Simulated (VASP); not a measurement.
# Hg in VASP: single point with PBEsol

Aim: the single point of Hg with PBEsol.

Everything below comes from runs of VASP 6.6.1. Logs are shortened: lines on timing, memory, paths and dates and some standing lists are left out, and cuts for length are marked.

## Step 1: The cell of the first run

The cell holds a single atom in a box, 1 atom: a = 14.000 Å, b = 14.400 Å, c = 14.800 Å, α = 90.00°, β = 90.00°, γ = 90.00°.

## Step 2: Single point, PBEsol, collinear spin

File INCAR:

```
PREC = Accurate ; ENCUT = 520
EDIFF = 1E-6 ; ISMEAR = -1
SIGMA = 0.01 ; LREAL = False
LASPH = True ; NELM = 150
ALGO = Normal ; ISIF = 2
LWAVE = False ; LCHARG = False
ISPIN = 2 ; MAGMOM = 2
LORBIT = 11 ; GGA = PS
NBANDS = 16 ; ISYM = 0
```

File KPOINTS:

```
Automatic mesh
0
Gamma
  1 1 1
```

File POSCAR:

```
Hg
1.0
   14.0000000000      0.0000000000      0.0000000000
    0.0000000000     14.4000000000      0.0000000000
    0.0000000000      0.0000000000     14.8000000000
Hg
1
Direct
    0.5000000000      0.5000000000      0.5000000000
```

Potentials or basis: VASP PAW PBE potentials, release 64 (Hg).

The run is started by

```sh
$ cat potpaw_PBE.64/Hg/POTCAR > POTCAR
$ mpirun -np 1 vasp_gam > vasp.out
```

OUTCAR:

```text
PREC = Accurate
   ENCUT = 520
   EDIFF = 1E-6
   ISMEAR = -1
   LREAL = False
   LASPH = True
   NELM = 150
   ISIF = 2
   ISPIN = 2
   LORBIT = 11
   GGA = PS
   ISYM = 0

 ion  position               nearest neighbor table
   1  0.500  0.500  0.500-

IMPORTANT INFORMATION: All symmetrisations will be switched off!
NOSYMM: (Re-)initialisation of all symmetry stuff for point group C_1.

----------------------------------------------------------------------------------------

                                     Primitive cell

  volume of cell :    2983.6800

  direct lattice vectors                    reciprocal lattice vectors
    14.000000000  0.000000000  0.000000000     0.071428571  0.000000000  0.000000000
     0.000000000 14.400000000  0.000000000     0.000000000  0.069444444  0.000000000
     0.000000000  0.000000000 14.800000000     0.000000000  0.000000000  0.067567568

  length of vectors
    14.000000000 14.400000000 14.800000000     0.071428571  0.069444444  0.067567568

  position of ions in fractional coordinates (direct lattice)
     0.500000000  0.500000000  0.500000000

  ion indices of the primitive-cell ions
   primitive index   ion index
                 1           1

----------------------------------------------------------------------------------------

 KPOINTS: Automatic mesh

Automatic generation of k-mesh.
 Grid dimensions read from file:
 generate k-points for:    1    1    1

 Generating k-lattice:

  Cartesian coordinates                     Fractional coordinates (reciprocal lattice)
     0.071428571  0.000000000  0.000000000     1.000000000  0.000000000  0.000000000
     0.000000000  0.069444444  0.000000000     0.000000000  1.000000000  0.000000000
     0.000000000  0.000000000  0.067567568     0.000000000  0.000000000  1.000000000

  Length of vectors
     0.071428571  0.069444444  0.067567568

  Shift w.r.t. Gamma in fractional coordinates (k-lattice)
     0.000000000  0.000000000  0.000000000

 Subroutine IBZKPT returns following result:
 ===========================================

 Found      1 irreducible k-points:

 Following reciprocal coordinates:
            Coordinates               Weight
  0.000000  0.000000  0.000000      1.000000
   k-points           NKPTS =      1   k-points in BZ     NKDIM =      1   number of bands    NBANDS=     16
   number of dos      NEDOS =    301   number of ions     NIONS =      1
   total plane-waves  NPLWV = ******
   dimension x,y,z NGX =   108 NGY =  108 NGZ =  112
   dimension x,y,z NGXF=   216 NGYF=  216 NGZF=  224
   ions per type =               1
   NGX,Y,Z   is equivalent  to a cutoff of  12.82, 12.47, 12.58 a.u.
   NGXF,Y,Z  is equivalent  to a cutoff of  25.65, 24.94, 25.16 a.u.
 SYSTEM =  unknown system
   PREC   = accura    normal or accurate (medium, high low for compatibility)
   ISTART =      0    job   : 0-new  1-cont  2-samecut
   ICHARG =      2    charge: 1-file 2-atom 10-const
   ISPIN  =      2    spin polarized calculation?
   LNONCOLLINEAR =      F non collinear calculations
   LSORBIT =      F    spin-orbit coupling
   LASPH  =      T    aspherical Exc in radial PAW
   ENCUT  =  520.0 eV  38.22 Ry    6.18 a.u.  26.03 26.77 27.52*2*pi/ulx,y,z
   NELM   =    150;   NELMIN=  2; NELMDL= -5     # of ELM steps
   EDIFF  = 0.1E-05   stopping-criterion for ELM
   LREAL  =      F    real-space projection
   EDIFFG = 0.1E-04   stopping-criterion for IOM
   NSW    =      0    number of steps for IOM
   IBRION =     -1    ionic relax: 0-MD 1-quasi-New 2-CG
   NFREE  =      0    steps in history (QN), initial steepest desc. (CG)
   ISIF   =      2    stress and relaxation
   ISYM   =      0    0-nonsym 1-usesym 2-fastsym
   POTIM  = 0.5000    time-step for ionic-motion
   TEBEG  =    0.0;   TEEND  =   0.0 temperature during run
   PSTRESS=    0.0 pullay stress
   NELECT =      12.0000    total number of electrons
   NUPDOWN=      -1.0000    fix difference up-down
   EMIN   =  10.00;   EMAX   =-10.00  energy-range for DOS
   EFERMI =   0.00;   METHOD = LEGACY
   ISMEAR =    -1;   SIGMA  =   0.01  broadening in eV -4-tet -1-fermi 0-gaus
   EFERMI_NEDOS =   21; number of points for ismear=-14 and -15
   IALGO  =     38    algorithm
   IMIX   =      4    mixing-type and parameters
     AMIX     =   0.40;   BMIX     =  1.00
     AMIX_MAG =   1.60;   BMIX_MAG =  1.00
  volume/ion in A,a.u.               =    2983.68     20134.87
  Fermi-wavevector in a.u.,A,eV,Ry     =   0.260346  0.491983  0.922205  0.067780
  Thomas-Fermi vector in A             =   1.088001
   LORBIT       =     11    0 simple, 1 ext, 2 COOP (PROOUT), +10 PAW based schemes
   GGA     = PS    functional components
   LHFCALC =     F    Hartree Fock is set to
   AEXX    =    0.0000 exact exchange contribution
   IVDW    =     0    specifies the selected vdW correction
   LEPSILON=     F    determine dielectric tensor
   LRPA    =     F    only Hartree local field effects (RPA)
 spin polarized calculation
  energy-cutoff  :      520.00
  volume of cell :     2983.68
 maximum number of plane-waves:     40220
 NGX is ok and might be reduce to   108
   NGX = 53   NGY = 53   NGZ = 55

 number of electron      12.0000002 magnetization       0.0000082

 number of electron      12.0000002 magnetization      -0.0000103

 Free energy of the ion-electron system (eV)
  ---------------------------------------------------
  ext. energy  EPLUGINS =         0.00000000
  ---------------------------------------------------
  free energy    TOTEN  =        -0.01577254 eV

  energy without entropy =       -0.01577254  energy(sigma->0) =       -0.01577254

 E-fermi :  -6.5578     XC(G=0):  -0.2999

 val. band max:       -6.8133806064   @ k =   0.0000   0.0000   0.0000
 cond. band min:      -0.9353549423   @ k =   0.0000   0.0000   0.0000
 fundamental gap:      5.8780256642
 Fermi energy:        -6.5577959268

 spin component 1

 k-point     1 :       0.0000    0.0000    0.0000
  band No.  band energies     occupation
      1      -9.8213      1.00000
      2      -9.8213      1.00000
      3      -9.8213      1.00000
      4      -9.8213      1.00000
      5      -9.8213      1.00000
      6      -6.8134      1.00000
      7      -0.9353      0.00000
      8      -0.9342      0.00000
      9      -0.9330      0.00000
     10      -0.0699      0.00000
     11       0.6335      0.00000
     12       0.6676      0.00000
     13       0.7160      0.00000
     14       0.7745      0.00000
     15       0.8133      0.00000
     16       0.8543      0.00000
 Fermi energy:        -6.5577959268

 spin component 2

 k-point     1 :       0.0000    0.0000    0.0000
  band No.  band energies     occupation
      1      -9.8213      1.00000
      2      -9.8213      1.00000
      3      -9.8213      1.00000
      4      -9.8213      1.00000
      5      -9.8213      1.00000
      6      -6.8134      1.00000
      7      -0.9354      0.00000
      8      -0.9344      0.00000
      9      -0.9333      0.00000
     10      -0.0779      0.00000
     11       0.6321      0.00000
     12       0.6624      0.00000
     13       0.7189      0.00000
     14       0.7587      0.00000
     15       0.7981      0.00000
     16       0.8409      0.00000

------------------------ aborting loop because EDIFF is reached ----------------------------------------

  FORCE on cell =-STRESS in cart. coord.  units (eV):
  Direction    XX          YY          ZZ          XY          YZ          ZX
  --------------------------------------------------------------------------------------
  -------------------------------------------------------------------------------------
  Total       -0.0150828     -0.0151269     -0.0150919     -0.0000000      0.0000000      0.0000000
  in kB       -0.0080992     -0.0081228     -0.0081041     -0.0000000      0.0000000      0.0000000
  external PRESSURE =      -0.0081087 kB  Pullay stress =       0.0000000 kB

 VOLUME and BASIS-vectors are now :
 -----------------------------------------------------------------------------
  energy-cutoff  :      520.00
  volume of cell :     2983.68
      direct lattice vectors                 reciprocal lattice vectors
    14.000000000  0.000000000  0.000000000     0.071428571  0.000000000  0.000000000
     0.000000000 14.400000000  0.000000000     0.000000000  0.069444444  0.000000000
     0.000000000  0.000000000 14.800000000     0.000000000  0.000000000  0.067567568

 POSITION                                       TOTAL-FORCE (eV/Angst)
 -----------------------------------------------------------------------------------
      7.00000      7.20000      7.40000        -0.000000     -0.000000     -0.000000
 -----------------------------------------------------------------------------------
    total drift:                               -0.000000     -0.000000     -0.000000

  FREE ENERGIE OF THE ION-ELECTRON SYSTEM (eV)
  ---------------------------------------------------
  free  energy   TOTEN  =        -0.0157725421 eV

  energy  without entropy=       -0.0157725421  energy(sigma->0) =       -0.01577254

 total charge

# of ion       s       p       d       tot
------------------------------------------
    1        1.068   0.000   9.374  10.442

 magnetization (x)

# of ion       s       p       d       tot
------------------------------------------
    1        0.000  -0.000   0.000   0.000
```

It took 9.2 min on 1 thread of AMD EPYC 7R13 (Zen 3), shared host; peak memory 2.7 GiB.

What came out:

```
Free energy                                           : -0.0158 eV
Pressure                                              : 0.0 GPa
Band gap on the k mesh                                : 5.88 eV
Net moment                                            : 0.00 μB per cell
Valence electrons inside the program's atomic spheres : Hg 10.44
```

Caveat: the PAW data sets were made with another functional, which shifts forces and pressure a little; spin-orbit coupling is left out, which moves the levels of the heavy elements.
